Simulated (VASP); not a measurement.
# Sb (Pm-3m) in VASP: a series of runs

The runs below take Sb through single point, with PBE, HSE06.

Program: VASP 6.6.1. These are calculated values, not measurements. Logs are shortened: lines on timing, memory, paths and dates and some standing lists are left out, and cuts for length are marked.

## 1. The cell of the first run

Symmetry: Pm-3m, No. 221, cubic system. Conventional cell: a = 3.106 Å, b = 3.106 Å, c = 3.106 Å, α = 90.00°, β = 90.00°, γ = 90.00°. Sb (site symmetry m-3m) has 6 Sb at 3.11 Å within 4.1 Å.

## 2. Single point, PBE

INCAR

```
SYSTEM = Sb
  PREC = Accurate
  ENCUT = 520
  EDIFF = 1E-7
  ISMEAR = -1
  SIGMA = 0.1
  LREAL = .FALSE.
  LASPH = .TRUE.
  NELM = 100
  ALGO = Normal
  ISIF = 2
  LWAVE = .FALSE.
  LCHARG = .FALSE.
  GGA = PE
  NBANDS = 8
```

KPOINTS

```
regular mesh
0
G
  5 5 5
  0 0 0
```

POSCAR

```
Sb
1.0
    3.1057292066      0.0000000000      0.0000000000
    0.0000000000      3.1057292066      0.0000000000
    0.0000000000      0.0000000000      3.1057292066
Sb
1
Direct
    0.0000000000      0.0000000000      0.0000000000
```

Potentials or basis: VASP PAW PBE potentials, release 64 (Sb).

Command:

```
$ cat potpaw_PBE.64/Sb/POTCAR > POTCAR
$ mpirun -np 1 vasp_std > vasp.out
```

OUTCAR:

```text
SYSTEM = Sb
   PREC = Accurate
   ENCUT = 520
   EDIFF = 1E-7
   ISMEAR = -1
   LREAL = .FALSE.
   LASPH = .TRUE.
   NELM = 100
   ISIF = 2
   GGA = PE

 ion  position               nearest neighbor table
   1  0.000  0.000  0.000-

  LATTYP: Found a simple cubic cell.
 ALAT       =     3.1057292066

  Lattice vectors:

 A1 = (   3.1057292066,   0.0000000000,   0.0000000000)
 A2 = (   0.0000000000,   3.1057292066,   0.0000000000)
 A3 = (   0.0000000000,   0.0000000000,   3.1057292066)

Analysis of symmetry for initial positions (statically):
=====================================================================
 Subroutine PRICEL returns:
 Original cell was already a primitive cell.

 Routine SETGRP: Setting up the symmetry group for a
 simple cubic supercell.

 Subroutine GETGRP returns: Found 48 space group operations
 (whereof 48 operations were pure point group operations)
 out of a pool of 48 trial point group operations.

The static configuration has the point symmetry O_h .

Analysis of symmetry for dynamics (positions and initial velocities):
=====================================================================
 Subroutine PRICEL returns:
 Original cell was already a primitive cell.

 Routine SETGRP: Setting up the symmetry group for a
 simple cubic supercell.

 Subroutine GETGRP returns: Found 48 space group operations
 (whereof 48 operations were pure point group operations)
 out of a pool of 48 trial point group operations.

The dynamic configuration has the point symmetry O_h .

 Subroutine INISYM returns: Found 48 space group operations
 (whereof 48 operations are pure point group operations),
 and found     1 'primitive' translations

----------------------------------------------------------------------------------------

                                     Primitive cell

  volume of cell :      29.9565

  direct lattice vectors                    reciprocal lattice vectors
     3.105729207  0.000000000  0.000000000     0.321985574  0.000000000  0.000000000
     0.000000000  3.105729207  0.000000000     0.000000000  0.321985574  0.000000000
     0.000000000  0.000000000  3.105729207     0.000000000  0.000000000  0.321985574

  length of vectors
     3.105729207  3.105729207  3.105729207     0.321985574  0.321985574  0.321985574

  position of ions in fractional coordinates (direct lattice)
     0.000000000  0.000000000  0.000000000

  ion indices of the primitive-cell ions
   primitive index   ion index
                 1           1

----------------------------------------------------------------------------------------

 KPOINTS: regular mesh

Automatic generation of k-mesh.
 Grid dimensions read from file:
 generate k-points for:    5    5    5

 Generating k-lattice:

  Cartesian coordinates                     Fractional coordinates (reciprocal lattice)
     0.064397115  0.000000000  0.000000000     0.200000000  0.000000000  0.000000000
     0.000000000  0.064397115  0.000000000     0.000000000  0.200000000  0.000000000
     0.000000000  0.000000000  0.064397115     0.000000000  0.000000000  0.200000000

  Length of vectors
     0.064397115  0.064397115  0.064397115

  Shift w.r.t. Gamma in fractional coordinates (k-lattice)
     0.000000000  0.000000000  0.000000000

 Subroutine IBZKPT returns following result:
 ===========================================

 Found     10 irreducible k-points:

 Following reciprocal coordinates:
            Coordinates               Weight
  0.000000  0.000000  0.000000      1.000000
  0.200000  0.000000  0.000000      6.000000
  0.400000  0.000000  0.000000      6.000000
  0.200000  0.200000  0.000000     12.000000
  0.400000  0.200000  0.000000     24.000000
  0.400000  0.400000  0.000000     12.000000
  0.200000  0.200000  0.200000      8.000000
  0.400000  0.200000  0.200000     24.000000
  0.400000  0.400000  0.200000     24.000000
  0.400000  0.400000  0.400000      8.000000
   k-points           NKPTS =     10   k-points in BZ     NKDIM =     10   number of bands    NBANDS=      8
   number of dos      NEDOS =    301   number of ions     NIONS =      1
   total plane-waves  NPLWV =  13824
   dimension x,y,z NGX =    24 NGY =   24 NGZ =   24
   dimension x,y,z NGXF=    48 NGYF=   48 NGZF=   48
   ions per type =               1
   NGX,Y,Z   is equivalent  to a cutoff of  12.85, 12.85, 12.85 a.u.
   NGXF,Y,Z  is equivalent  to a cutoff of  25.69, 25.69, 25.69 a.u.
 SYSTEM =  Sb
   PREC   = accura    normal or accurate (medium, high low for compatibility)
   ISTART =      0    job   : 0-new  1-cont  2-samecut
   ICHARG =      2    charge: 1-file 2-atom 10-const
   ISPIN  =      1    spin polarized calculation?
   LNONCOLLINEAR =      F non collinear calculations
   LSORBIT =      F    spin-orbit coupling
   LASPH  =      T    aspherical Exc in radial PAW
   ENCUT  =  520.0 eV  38.22 Ry    6.18 a.u.   5.77  5.77  5.77*2*pi/ulx,y,z
   NELM   =    100;   NELMIN=  2; NELMDL= -5     # of ELM steps
   EDIFF  = 0.1E-06   stopping-criterion for ELM
   LREAL  =      F    real-space projection
   EDIFFG = 0.1E-05   stopping-criterion for IOM
   NSW    =      0    number of steps for IOM
   IBRION =     -1    ionic relax: 0-MD 1-quasi-New 2-CG
   NFREE  =      0    steps in history (QN), initial steepest desc. (CG)
   ISIF   =      2    stress and relaxation
   ISYM   =      2    0-nonsym 1-usesym 2-fastsym
   POTIM  = 0.5000    time-step for ionic-motion
   TEBEG  =    0.0;   TEEND  =   0.0 temperature during run
   PSTRESS=    0.0 pullay stress
   NELECT =       5.0000    total number of electrons
   NUPDOWN=      -1.0000    fix difference up-down
   EMIN   =  10.00;   EMAX   =-10.00  energy-range for DOS
   EFERMI =   0.00;   METHOD = LEGACY
   ISMEAR =    -1;   SIGMA  =   0.10  broadening in eV -4-tet -1-fermi 0-gaus
   EFERMI_NEDOS =   21; number of points for ismear=-14 and -15
   IALGO  =     38    algorithm
   IMIX   =      4    mixing-type and parameters
     AMIX     =   0.40;   BMIX     =  1.00
     AMIX_MAG =   1.60;   BMIX_MAG =  1.00
  volume/ion in A,a.u.               =      29.96       202.16
  Fermi-wavevector in a.u.,A,eV,Ry     =   0.901366  1.703335 11.054202  0.812461
  Thomas-Fermi vector in A             =   2.024438
   LORBIT       =      0    0 simple, 1 ext, 2 COOP (PROOUT), +10 PAW based schemes
   GGA     = PE    functional components
[... 5 lines left out ...]
 non-spin polarized calculation
  energy-cutoff  :      520.00
  volume of cell :       29.96
 maximum number of plane-waves:       814
 NGX is ok and might be reduce to    24
   NGX = 11   NGY = 11   NGZ = 11

 number of electron       4.9999999 magnetization

 Free energy of the ion-electron system (eV)
  ---------------------------------------------------
  ext. energy  EPLUGINS =         0.00000000
  ---------------------------------------------------
  free energy    TOTEN  =        -4.00981664 eV

  energy without entropy =       -3.98389865  energy(sigma->0) =       -3.99685765

 E-fermi :   7.2049     XC(G=0):  -9.6104

 val. band max:        7.1750107314   @ k =   0.2000   0.2000   0.2000
 cond. band min:       7.8184226460   @ k =   0.2000   0.2000   0.2000
 fundamental gap:      0.6434119146
 Fermi energy:         7.2049407939

 k-point     1 :       0.0000    0.0000    0.0000
  band No.  band energies     occupation
      1      -5.2789      2.00000
      2      10.3313      0.00000
      3      10.3313      0.00000
      4      10.3313      0.00000
      5      13.9918      0.00000
      6      13.9918      0.00000
      7      15.3168      0.00000
      8      24.6821      0.00000

 k-point     2 :       0.2000    0.0000    0.0000
  band No.  band energies     occupation
      1      -4.7115      2.00000
      2       6.2815      1.99980
      3      10.8755      0.00000
      4      10.8755      0.00000
      5      14.4458      0.00000
      6      15.2966      0.00000
      7      19.2668      0.00000
      8      21.8205      0.00000

 k-point     3 :       0.4000    0.0000    0.0000
  band No.  band energies     occupation
      1      -3.2869      2.00000
      2       2.2752      2.00000
      3      12.0523      0.00000
      4      12.0523      0.00000
      5      15.6570      0.00000
      6      16.8451      0.00000
      7      18.9893      0.00000
      8      18.9893      0.00000

 k-point     4 :       0.2000    0.2000    0.0000
  band No.  band energies     occupation
      1      -4.1431      2.00000
      2       6.6462      1.99254
      3       7.0222      1.72298
      4      11.4230      0.00000
      5      15.2885      0.00000
      6      17.3531      0.00000
      7      19.2585      0.00000
      8      20.4741      0.00000

 k-point     5 :       0.4000    0.2000    0.0000
  band No.  band energies     occupation
      1      -2.7119      2.00000
      2       2.8104      2.00000
      3       8.1298      0.00019
      4      12.6086      0.00000
      5      13.9063      0.00000
      6      16.8459      0.00000
      7      19.4167      0.00000
      8      19.5110      0.00000

 k-point     6 :       0.4000    0.4000    0.0000
  band No.  band energies     occupation
      1      -1.2360      2.00000
      2       3.9164      2.00000
      3       4.1914      2.00000
      4      10.4475      0.00000
      5      13.8036      0.00000
      6      18.2887      0.00000
      7      20.4232      0.00000
      8      20.5817      0.00000

 k-point     7 :       0.2000    0.2000    0.2000
  band No.  band energies     occupation
      1      -3.5737      2.00000
      2       7.1750      1.14854
      3       7.1750      1.14854
      4       7.8184      0.00432
      5      17.3690      0.00000
      6      18.0919      0.00000
      7      18.0919      0.00000
      8      19.6925      0.00000

 k-point     8 :       0.4000    0.2000    0.2000
  band No.  band energies     occupation
      1      -2.1358      2.00000
      2       3.3435      2.00000
      3       8.3573      0.00002
      4       9.0382      0.00000
      5      14.1273      0.00000
      6      14.8524      0.00000
      7      19.1555      0.00000
      8      20.7086      0.00000

 k-point     9 :       0.4000    0.4000    0.2000
  band No.  band energies     occupation
      1      -0.6519      2.00000
      2       4.4353      2.00000
      3       4.7218      2.00000
      4      10.0114      0.00000
      5      11.0004      0.00000
      6      15.7728      0.00000
      7      15.9809      0.00000
      8      20.0866      0.00000

 k-point    10 :       0.4000    0.4000    0.4000
  band No.  band energies     occupation
      1       0.8920      2.00000
      2       5.5708      2.00000
      3       5.5708      2.00000
      4       6.2763      1.99981
      5      12.0247      0.00000
      6      12.7163      0.00000
      7      12.7163      0.00000
      8      16.4633      0.00000

------------------------ aborting loop because EDIFF is reached ----------------------------------------

  FORCE on cell =-STRESS in cart. coord.  units (eV):
  Direction    XX          YY          ZZ          XY          YZ          ZX
  --------------------------------------------------------------------------------------
  -------------------------------------------------------------------------------------
  Total        0.0479550      0.0479550      0.0479550     -0.0000000     -0.0000000      0.0000000
  in kB        2.5648038      2.5648038      2.5648038     -0.0000000     -0.0000000      0.0000000
  external PRESSURE =       2.5648038 kB  Pullay stress =       0.0000000 kB

 VOLUME and BASIS-vectors are now :
 -----------------------------------------------------------------------------
  energy-cutoff  :      520.00
  volume of cell :       29.96
      direct lattice vectors                 reciprocal lattice vectors
     3.105729207  0.000000000  0.000000000     0.321985574  0.000000000  0.000000000
     0.000000000  3.105729207  0.000000000     0.000000000  0.321985574  0.000000000
     0.000000000  0.000000000  3.105729207     0.000000000  0.000000000  0.321985574

 POSITION                                       TOTAL-FORCE (eV/Angst)
 -----------------------------------------------------------------------------------
      0.00000      0.00000      0.00000         0.000000      0.000000      0.000000
 -----------------------------------------------------------------------------------
    total drift:                                0.000000      0.000000      0.000000

  FREE ENERGIE OF THE ION-ELECTRON SYSTEM (eV)
  ---------------------------------------------------
  free  energy   TOTEN  =        -4.0098166394 eV

  energy  without entropy=       -3.9838986534  energy(sigma->0) =       -3.99685765
```

Run time: 2 s. Hardware: 1 thread of Intel Xeon 6975P-C (Granite Rapids), shared host; peak memory 0.12 GiB.

What came out:

| Item | Value |
| --- | --- |
| Free energy | -4.0098 eV |
| Pressure | 0.3 GPa |

Levels at points of the mesh, in eV from the Fermi level:
```tsv
k point	band 1	band 2	band 3	band 4	band 5	band 6
(0.00, 0.00, 0.00)	-12.48	3.13	3.13	3.13	6.79	6.79
```

Caveat: the k points lie up to 0.40 Å⁻¹ apart; spin-orbit coupling is left out, which moves the levels of the heavy elements.

(Part 1 of 2 ends here.)
